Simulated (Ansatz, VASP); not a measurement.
**One calculation of Ti2Hg, two programs**

```
Ti Hg
1.0
     4.74940    0.00000    0.00000
    -2.37470    4.11310    0.00000
     0.00000    0.00000    2.71453
Ti Hg
2 1
Direct
  0.33333 0.66667 0.50000
  0.66667 0.33333 0.50000
  0.00000 0.00000 0.00000
```

Alike in both runs: functional r2SCAN; k mesh 12 × 12 × 16; occupations gaussian, width 0.1 eV; no spin polarisation.

Ansatz relaxed the structure, and its values are those at the end. VASP's run is a single point on that final structure, the one shown.

```csv
,VASP,Ansatz
version,VASP 6.6.1,Ansatz 0.2.0
potentials or method,"VASP PAW PBE potentials, release 64 (Ti_sv, Hg), cutoff 520 eV","scalar-relativistic, plane waves, PAW"
valence electrons in the cell,36,44
```

|  | VASP | Ansatz | Ansatz less VASP |
| --- | --- | --- | --- |
| gap on the k mesh at the Fermi level (eV) | none | none | - |
| pressure (GPa) | 0.8 | 0.0 | -0.83 |

VASP's potentials were made for PBE, not for r2SCAN. A gap of «none» marks a metal or a gap that the smearing closes. The functional is the same, so the differences come from potentials, cutoffs and numerics. VASP's potentials hold 36 valence electrons a cell and Ansatz's 44, so a difference there can come from the potentials and not from the codes.

Neither program's run includes spin-orbit coupling.
